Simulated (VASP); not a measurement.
# KMgF3 (Pm-3m) in VASP: a series of runs

The runs below take KMgF3 through relaxation of cell and atoms, with PBE.

Program: VASP 6.6.1. These are calculated values, not measurements. Logs are shortened: lines on timing, memory, paths and dates and some standing lists are left out, and cuts for length are marked.

## (1) The cell of the first run

It takes space group Pm-3m (No. 221, cubic). The conventional cell has a = 3.986 Å, b = 3.986 Å, c = 3.986 Å, α = 90.00°, β = 90.00°, γ = 90.00°. K (site symmetry m-3m) has 12 F at 2.82 Å and 8 Mg at 3.45 Å within 3.7 Å. Within 2.6 Å of Mg (site symmetry m-3m) lie 6 F at 1.99 Å. F (site symmetry 4/mmm) has 2 Mg at 1.99 Å within 2.6 Å.

## (2) Relaxation of cell and atoms, PBE, target pressure 2 GPa, at which the enthalpy is minimised

File INCAR:

```
SYSTEM = KMgF3
PREC     = Accurate       ! precision mode
ENCUT    = 600            ! plane-wave cutoff, eV
EDIFF    = 1E-7           ! SCF threshold, eV
ISMEAR   = 0              ! smearing method
SIGMA    = 0.01           ! smearing width, eV
LREAL    = .False.        ! projectors in reciprocal space
LASPH    = .True.         ! aspherical terms in the spheres
NELM     = 120            ! most SCF steps
ALGO     = Normal         ! electronic algorithm
ISIF     = 3              ! what is computed and relaxed
LWAVE    = .False.        ! write WAVECAR
LCHARG   = .False.        ! write CHGCAR
GGA      = PE             ! functional
IBRION   = 2              ! ionic algorithm
NSW      = 80             ! ionic steps
EDIFFG   = -0.1           ! ionic threshold
PSTRESS  = 20.0         
GGA_COMPAT= .False.      
NELMIN   = 4
```

File KPOINTS:

```
Automatic mesh
0
Gamma
  3 3 3
  0 0 0
```

File POSCAR:

```
KMgF3
1.0
    3.9859000000      0.0000000000      0.0000000000
    0.0000000000      3.9859000000      0.0000000000
    0.0000000000      0.0000000000      3.9859000000
K Mg F
1 1 3
Direct
    0.5000000000      0.5000000000      0.5000000000
    0.0000000000      0.0000000000      0.0000000000
    0.5000000000      0.0000000000      0.0000000000
    0.0000000000      0.0000000000      0.5000000000
    0.0000000000      0.5000000000      0.0000000000
```

Potentials or basis: VASP PAW PBE potentials, release 64 (K_sv, Mg, F).

Command:

```console
$ cat potpaw_PBE.64/K_sv/POTCAR potpaw_PBE.64/Mg/POTCAR potpaw_PBE.64/F/POTCAR > POTCAR
$ mpirun -np 1 vasp_std > vasp.out
```

OUTCAR:

```text
SYSTEM = KMgF3
   PREC = Accurate
   ENCUT = 600
   EDIFF = 1E-7
   ISMEAR = 0
   LREAL = .False.
   LASPH = .True.
   NELM = 120
   ISIF = 3
   GGA = PE
   IBRION = 2
   NSW = 80
   EDIFFG = -0.1
   PSTRESS = 20.0
   NELMIN = 4

 ion  position               nearest neighbor table
   1  0.500  0.500  0.500-   3 2.82   4 2.82   5 2.82   3 2.82   5 2.82   3 2.82   4 2.82   3 2.82
                             4 2.82   5 2.82   5 2.82   4 2.82   2 3.45   2 3.45   2 3.45   2 3.45
   2  0.000  0.000  0.000-   3 1.99   4 1.99   5 1.99   4 1.99   5 1.99   3 1.99   1 3.45   1 3.45
                             1 3.45   1 3.45   1 3.45   1 3.45   1 3.45   1 3.45
   3  0.500  0.000  0.000-   2 1.99   2 1.99   1 2.82   1 2.82   1 2.82   1 2.82
   4  0.000  0.000  0.500-   2 1.99   2 1.99   1 2.82   1 2.82   1 2.82   1 2.82
   5  0.000  0.500  0.000-   2 1.99   2 1.99   1 2.82   1 2.82   1 2.82   1 2.82

  LATTYP: Found a simple cubic cell.
 ALAT       =     3.9859000000

  Lattice vectors:

 A1 = (   3.9859000000,   0.0000000000,   0.0000000000)
 A2 = (   0.0000000000,   3.9859000000,   0.0000000000)
 A3 = (   0.0000000000,   0.0000000000,   3.9859000000)

Analysis of symmetry for initial positions (statically):
=====================================================================
 Subroutine PRICEL returns:
 Original cell was already a primitive cell.

 Routine SETGRP: Setting up the symmetry group for a
 simple cubic supercell.

 Subroutine GETGRP returns: Found 48 space group operations
 (whereof 48 operations were pure point group operations)
 out of a pool of 48 trial point group operations.

The static configuration has the point symmetry O_h .

Analysis of symmetry for dynamics (positions and initial velocities):
=====================================================================
 Subroutine PRICEL returns:
 Original cell was already a primitive cell.

 Routine SETGRP: Setting up the symmetry group for a
 simple cubic supercell.

 Subroutine GETGRP returns: Found 48 space group operations
 (whereof 48 operations were pure point group operations)
 out of a pool of 48 trial point group operations.

The dynamic configuration has the point symmetry O_h .

 Subroutine INISYM returns: Found 48 space group operations
 (whereof 48 operations are pure point group operations),
 and found     1 'primitive' translations

----------------------------------------------------------------------------------------

                                     Primitive cell

  volume of cell :      63.3256

  direct lattice vectors                    reciprocal lattice vectors
     3.985900000  0.000000000  0.000000000     0.250884367  0.000000000  0.000000000
     0.000000000  3.985900000  0.000000000     0.000000000  0.250884367  0.000000000
     0.000000000  0.000000000  3.985900000     0.000000000  0.000000000  0.250884367

  length of vectors
     3.985900000  3.985900000  3.985900000     0.250884367  0.250884367  0.250884367

  position of ions in fractional coordinates (direct lattice)
     0.500000000  0.500000000  0.500000000
     0.000000000  0.000000000  0.000000000
     0.500000000  0.000000000  0.000000000
     0.000000000  0.000000000  0.500000000
     0.000000000  0.500000000  0.000000000

  ion indices of the primitive-cell ions
   primitive index   ion index
                 1           1
                 2           2
                 3           3
                 4           4
                 5           5

----------------------------------------------------------------------------------------

 KPOINTS: Automatic mesh

Automatic generation of k-mesh.
 Grid dimensions read from file:
 generate k-points for:    3    3    3

 Generating k-lattice:

  Cartesian coordinates                     Fractional coordinates (reciprocal lattice)
     0.083628122  0.000000000  0.000000000     0.333333333  0.000000000  0.000000000
     0.000000000  0.083628122  0.000000000     0.000000000  0.333333333  0.000000000
     0.000000000  0.000000000  0.083628122     0.000000000  0.000000000  0.333333333

  Length of vectors
     0.083628122  0.083628122  0.083628122

  Shift w.r.t. Gamma in fractional coordinates (k-lattice)
     0.000000000  0.000000000  0.000000000

 Subroutine IBZKPT returns following result:
 ===========================================

 Found      4 irreducible k-points:

 Following reciprocal coordinates:
            Coordinates               Weight
  0.000000  0.000000  0.000000      1.000000
  0.333333  0.000000  0.000000      6.000000
  0.333333  0.333333  0.000000     12.000000
  0.333333  0.333333  0.333333      8.000000
   k-points           NKPTS =      4   k-points in BZ     NKDIM =      4   number of bands    NBANDS=     20
   number of dos      NEDOS =    301   number of ions     NIONS =      5
   total plane-waves  NPLWV =  32768
   dimension x,y,z NGX =    32 NGY =   32 NGZ =   32
   dimension x,y,z NGXF=    64 NGYF=   64 NGZF=   64
[... 54 lines left out ...]

 Free energy of the ion-electron system (eV)
  ---------------------------------------------------
  ext. energy  EPLUGINS =         0.00000000
  ---------------------------------------------------
  free energy    TOTEN  =       -24.42236743 eV

  energy without entropy =      -24.42236743  energy(sigma->0) =      -24.42236743

 E-fermi :  -1.6815     XC(G=0):  -9.6839

 val. band max:       -1.7662782000   @ k =   0.3333   0.3333   0.3333
 cond. band min:       5.7024858143   @ k =   0.0000   0.0000   0.0000
 fundamental gap:      7.4687640143
 Fermi energy:        -1.6815413655

 k-point     1 :       0.0000    0.0000    0.0000
  band No.  band energies     occupation
      1     -27.2557      2.00000
      2     -21.7230      2.00000
      3     -21.0684      2.00000
      4     -21.0684      2.00000
      5     -10.7483      2.00000
      6     -10.7483      2.00000
      7     -10.7483      2.00000
      8      -4.0233      2.00000
      9      -4.0233      2.00000
     10      -4.0233      2.00000
     11      -2.2271      2.00000
     12      -2.2271      2.00000
     13      -2.2271      2.00000
     14      -1.9261      2.00000
     15      -1.9261      2.00000
     16      -1.9261      2.00000
     17       5.7025      0.00000
     18       8.4789      0.00000
     19       8.4789      0.00000
     20      10.6349      0.00000

 k-point     2 :       0.3333    0.0000    0.0000
  band No.  band energies     occupation
      1     -27.2345      2.00000
      2     -21.6187      2.00000
      3     -21.1935      2.00000
      4     -21.0621      2.00000
      5     -10.7374      2.00000
      6     -10.7068      2.00000
      7     -10.7068      2.00000
      8      -3.9228      2.00000
      9      -3.9228      2.00000
     10      -3.8984      2.00000
     11      -2.7202      2.00000
     12      -2.4124      2.00000
     13      -2.4016      2.00000
     14      -2.4016      2.00000
     15      -2.0822      2.00000
     16      -2.0822      2.00000
     17       7.3627      0.00000
     18       9.2279      0.00000
     19       9.2410      0.00000
     20      11.0658      0.00000

 k-point     3 :       0.3333    0.3333    0.0000
  band No.  band energies     occupation
      1     -27.2179      2.00000
      2     -21.4933      2.00000
      3     -21.2221      2.00000
      4     -21.1443      2.00000
      5     -10.8025      2.00000
      6     -10.7531      2.00000
      7     -10.6701      2.00000
      8      -4.5088      2.00000
      9      -3.7107      2.00000
     10      -3.4386      2.00000
     11      -3.1386      2.00000
     12      -2.5427      2.00000
     13      -2.5317      2.00000
     14      -2.3706      2.00000
     15      -2.2825      2.00000
     16      -1.8044      2.00000
     17       8.5003      0.00000
     18       9.6800      0.00000
     19      10.3298      0.00000
     20      10.7671      0.00000

 k-point     4 :       0.3333    0.3333    0.3333
  band No.  band energies     occupation
      1     -27.2051      2.00000
      2     -21.3945      2.00000
      3     -21.2089      2.00000
      4     -21.2089      2.00000
      5     -10.8560      2.00000
      6     -10.8560      2.00000
      7     -10.7748      2.00000
      8      -5.0752      2.00000
      9      -3.3457      2.00000
     10      -3.1628      2.00000
     11      -3.1628      2.00000
     12      -2.9242      2.00000
     13      -2.9242      2.00000
     14      -1.8517      2.00000
     15      -1.8517      2.00000
     16      -1.7663      2.00000
     17       8.7806      0.00000
     18       9.6078      0.00000
     19       9.6078      0.00000
     20      11.3080      0.00000

------------------------ aborting loop because EDIFF is reached ----------------------------------------

  FORCE on cell =-STRESS in cart. coord.  units (eV):
  Direction    XX          YY          ZZ          XY          YZ          ZX
  --------------------------------------------------------------------------------------
  -------------------------------------------------------------------------------------
  Total        1.2749973      1.2749973      1.2749973      0.0000000      0.0000000     -0.0000000
  in kB       32.2582383     32.2582383     32.2582383      0.0000000      0.0000000     -0.0000000
  external PRESSURE =      12.2582383 kB  Pullay stress =      20.0000000 kB

 VOLUME and BASIS-vectors are now :
 -----------------------------------------------------------------------------
  energy-cutoff  :      600.00
  volume of cell :       63.33
      direct lattice vectors                 reciprocal lattice vectors
     3.985900000  0.000000000  0.000000000     0.250884367  0.000000000  0.000000000
     0.000000000  3.985900000  0.000000000     0.000000000  0.250884367  0.000000000
     0.000000000  0.000000000  3.985900000     0.000000000  0.000000000  0.250884367

 POSITION                                       TOTAL-FORCE (eV/Angst)
 -----------------------------------------------------------------------------------
      1.99295      1.99295      1.99295         0.000000      0.000000      0.000000
      0.00000      0.00000      0.00000         0.000000      0.000000      0.000000
      1.99295      0.00000      0.00000         0.000000      0.000000      0.000000
      0.00000      0.00000      1.99295         0.000000      0.000000      0.000000
      0.00000      1.99295      0.00000         0.000000      0.000000      0.000000
 -----------------------------------------------------------------------------------
    total drift:                                0.000000      0.000000     -0.000000

  FREE ENERGIE OF THE ION-ELECTRON SYSTEM (eV)
  ---------------------------------------------------
  free  energy   TOTEN  =       -24.4223674297 eV

  energy  without entropy=      -24.4223674297  energy(sigma->0) =      -24.42236743

  enthalpy is  TOTEN    =       -23.6318733722 eV   P V=        0.7904940574

 reached required accuracy - stopping structural energy minimisation
```

Run time: 10 s. Hardware: 1 thread of Intel Xeon Platinum 8488C (Sapphire Rapids), shared host; peak memory 0.17 GiB.

What came out:

| Property | Result |
| --- | --- |
| Free energy | -24.4224 eV |
| Pressure after relaxing | 3.2 GPa |
| Band gap on the k mesh | 7.47 eV, indirect (least direct gap 7.63 eV) |

Final structure:
```yaml
crystal:
  lattice:
    - [3.98590, 0.00000, 0.00000]
    - [0.00000, 3.98590, 0.00000]
    - [0.00000, 0.00000, 3.98590]
  atoms:
    - { symbol: K, position: [0.50000, 0.50000, 0.50000] }
    - { symbol: Mg, position: [0.00000, 0.00000, 0.00000] }
    - { symbol: F, position: [0.50000, 0.00000, 0.00000] }
    - { symbol: F, position: [0.00000, 0.00000, 0.50000] }
    - { symbol: F, position: [0.00000, 0.50000, 0.00000] }
```

Levels at points of the mesh, in eV from the valence-band top:
```
           k point  band 12  band 13  band 14  band 15  band 16  band 17  band 18  band 19  band 20
(0.00, 0.00, 0.00)    -0.46    -0.46    -0.16    -0.16    -0.16     7.47    10.25    10.25    12.40
```

Caveat: the k points lie up to 0.53 Å⁻¹ apart in the final cell; the relaxation stopped at its first step, so nothing moved; the cell is relaxed towards a set pressure, so the enthalpy falls and the energy may rise.

## (3) Relaxation of cell and atoms, PBE, target pressure 5 GPa, at which the enthalpy is minimised

File INCAR:

```
PREC     = Accurate       # precision mode
ENCUT    = 600            # plane-wave cutoff, eV
EDIFF    = 1E-7           # SCF threshold, eV
ISMEAR   = 0              # smearing method
SIGMA    = 0.01           # smearing width, eV
LREAL    = F              # projectors in reciprocal space
LASPH    = T              # aspherical terms in the spheres
NELM     = 120            # most SCF steps
ALGO     = Normal         # electronic algorithm
ISIF     = 3              # what is computed and relaxed
LWAVE    = F              # write WAVECAR
LCHARG   = F              # write CHGCAR
GGA      = PE             # functional
IBRION   = 2              # ionic algorithm
NSW      = 80             # ionic steps
EDIFFG   = -0.1           # ionic threshold
PSTRESS  = 50.0         
GGA_COMPAT= F            
NELMIN   = 4
```

File KPOINTS:

```
Automatic mesh
0
Gamma
  3 3 3
```

POSCAR is that of step 2.

Potentials or basis: VASP PAW PBE potentials, release 64 (K_sv, Mg, F).

Command:

```console
$ cat potpaw_PBE.64/K_sv/POTCAR potpaw_PBE.64/Mg/POTCAR potpaw_PBE.64/F/POTCAR > POTCAR
$ mpirun -np 1 vasp_std > vasp.out
```

Run time: 18 s. Hardware: 1 thread of Intel Xeon Platinum 8488C (Sapphire Rapids), shared host; peak memory 0.18 GiB.

The run converged. Its results:

```yaml
Free_energy: -24.3898 eV
Relaxed_volume: 12.41 Å³/atom
Relaxed_cell: a = 3.959 Å, b = 3.959 Å, c = 3.959 Å, α = 90.00°, β = 90.00°, γ = 90.00°
Space_group_after_relaxing_to_0.05_Å: Pm-3m (No. 221)
Energy_change_on_relaxing_the_enthalpy_is_what_falls: +6.5 meV/atom
Ionic_steps: 2
Pressure_after_relaxing: 5.0 GPa
Band_gap_on_the_k_mesh: 7.63 eV, indirect (least direct gap 7.79 eV)
```

The path:
```csv
step,energy change (eV),largest force (eV/Å),pressure (GPa),volume (Å³)
1,0.0000,0.0000,3.23,63.33
2,0.0326,0.0000,4.97,62.05
```

Final structure:
```
CELL_PARAMETERS angstrom
3.95893 0.00000 0.00000
0.00000 3.95893 0.00000
0.00000 0.00000 3.95893
ATOMIC_POSITIONS crystal
K 0.50000 0.50000 0.50000
Mg 0.00000 0.00000 0.00000
F 0.50000 0.00000 0.00000
F 0.00000 0.00000 0.50000
F 0.00000 0.50000 0.00000
```

Levels at points of the mesh, in eV from the valence-band top:
| k point | band 14 | band 15 | band 16 | band 17 | band 18 | band 19 |
| --- | --- | --- | --- | --- | --- | --- |
| (0.00, 0.00, 0.00) | -0.15 | -0.15 | -0.15 | 7.63 | 10.28 | 10.28 |

Caveat: the k points lie up to 0.53 Å⁻¹ apart in the final cell; the cell is relaxed towards a set pressure, so the enthalpy falls and the energy may rise. A k mesh can miss the band edges.

## (4) Relaxation of cell and atoms, PBE, target pressure 10 GPa, at which the enthalpy is minimised

File INCAR:

```
ALGO     = Normal         # electronic algorithm
EDIFF    = 1E-7           # SCF threshold, eV
EDIFFG   = -0.1           # ionic threshold
ENCUT    = 600            # plane-wave cutoff, eV
GGA      = PE             # functional
GGA_COMPAT= False        
IBRION   = 2              # ionic algorithm
ISIF     = 3              # what is computed and relaxed
ISMEAR   = 0              # smearing method
LASPH    = True           # aspherical terms in the spheres
LCHARG   = False          # write CHGCAR
LREAL    = False          # projectors in reciprocal space
LWAVE    = False          # write WAVECAR
NELM     = 120            # most SCF steps
NELMIN   = 4            
NSW      = 80             # ionic steps
PREC     = Accurate       # precision mode
PSTRESS  = 100.0        
SIGMA    = 0.01           # smearing width, eV
```

File KPOINTS:

```
k-points
0
Gamma
  3 3 3
```

POSCAR is that of step 3.

Command:

```console
$ cat potpaw_PBE.64/K_sv/POTCAR potpaw_PBE.64/Mg/POTCAR potpaw_PBE.64/F/POTCAR > POTCAR
$ mpirun -np 1 vasp_std > vasp.out
```

It took 20 s on 1 thread of Intel Xeon Platinum 8488C (Sapphire Rapids), shared host; peak memory 0.18 GiB.

The run converged. Its results:

| Item | Value |
| --- | --- |
| Free energy | -24.2203 eV |
| Relaxed volume | 11.71 Å³/atom |
| Relaxed cell | a = 3.883 Å, b = 3.883 Å, c = 3.883 Å, α = 90.00°, β = 90.00°, γ = 90.00° |
| Space group after relaxing (to 0.05 Å) | Pm-3m (No. 221) |
| Energy change on relaxing (the enthalpy is what falls) | +40.4 meV/atom |
| Ionic steps | 2 |
| Pressure after relaxing | 10.8 GPa |
| Band gap on the k mesh | 8.12 eV, indirect (least direct gap 8.25 eV) |

Step by step:
```
step  energy change (eV)  largest force (eV/Å)  pressure (GPa)  volume (Å³)
   1              0.0000                0.0000            3.23        63.33
   2              0.2021                0.0000           10.82        58.54
```

Final structure:
```
K Mg F
1.0
     3.88293    0.00000    0.00000
     0.00000    3.88293    0.00000
     0.00000    0.00000    3.88293
K Mg F
1 1 3
Direct
  0.50000 0.50000 0.50000
  0.00000 0.00000 0.00000
  0.50000 0.00000 0.00000
  0.00000 0.00000 0.50000
  0.00000 0.50000 0.00000
```

Levels at points of the mesh, in eV from the valence-band top:
| k point | band 12 | band 13 | band 14 | band 15 | band 16 | band 17 | band 18 | band 19 | band 20 |
| --- | --- | --- | --- | --- | --- | --- | --- | --- | --- |
| (0.00, 0.00, 0.00) | -0.52 | -0.52 | -0.14 | -0.14 | -0.14 | 8.12 | 10.37 | 10.37 | 12.62 |

Caveat: the k points lie up to 0.54 Å⁻¹ apart in the final cell; the cell is relaxed towards a set pressure, so the enthalpy falls and the energy may rise. PBE gaps usually lie below the measured ones, often by a third to a half.

## (5) Summary

| cell | gap on the mesh (eV) | pressure (GPa) |
| --- | --- | --- |
| relaxed to 2 GPa | 7.47 | 3.2 |
| relaxed to 5 GPa | 7.63 | 5.0 |
| relaxed to 10 GPa | 8.12 | 10.8 |

Alike in all rows: task relaxation of cell and atoms; level PBE; potentials or basis VASP PAW PBE potentials, release 64 (K_sv, Mg, F); no spin polarisation; k mesh 3 × 3 × 3; cutoff (eV) 600; smearing gaussian 0.01 eV.

Caveats: all runs use coarse meshes; the cell is relaxed towards a set pressure, so the enthalpy falls and the energy may rise; the relaxation stopped at its first step, so nothing moved (some runs).

Total energies depend on the potentials used, so only differences within one code and one set of settings carry meaning.
